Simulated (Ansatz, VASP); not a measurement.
# Two plane-wave programs on Ni

```
CELL_PARAMETERS angstrom
-1.38372 1.38372 1.37680
1.38372 -1.38372 1.37680
1.38372 1.38372 -1.37680
ATOMIC_POSITIONS crystal
Ni 0.00000 0.00000 0.00000
```

Change from the starting cell: strain -0.0050 x Voigt [0, 0, 1, 0, 0, 0], atoms carried along.

Alike in both runs: task single point; functional PBEsol; k mesh 24 × 24 × 24; occupations gaussian, width 0.15 eV; collinear spin.

```csv
,VASP,Ansatz
version,VASP 6.6.1,Ansatz 0.2.0
potentials or method,"VASP PAW PBE potentials, release 64 (Ni), cutoff 520 eV","scalar-relativistic, plane waves, PAW"
valence electrons in the cell,10,18
```

|  | VASP | Ansatz | Ansatz less VASP |
| --- | --- | --- | --- |
| gap on the k mesh at the Fermi level (eV) | none | none | - |
| pressure (GPa) | -1.7 | -1.7 | +0.05 |
| traceless stress, the component that is largest in VASP (GPa) | -0.26 | -0.28 | -0.018 |
| net moment per atom (μB) | 0.52 | 0.53 | +0.007 |
| size of the moment on the site where the two differ most (μB) | 0.52 | 0.55 | +0.029 |

VASP's potentials were made for PBE, not for PBEsol. Site moments also hang on the region over which each program counts them. A gap of «none» marks a metal or a gap that the smearing closes. VASP's potentials hold 10 valence electrons a cell and Ansatz's 18, so a difference there can come from the potentials and not from the codes.
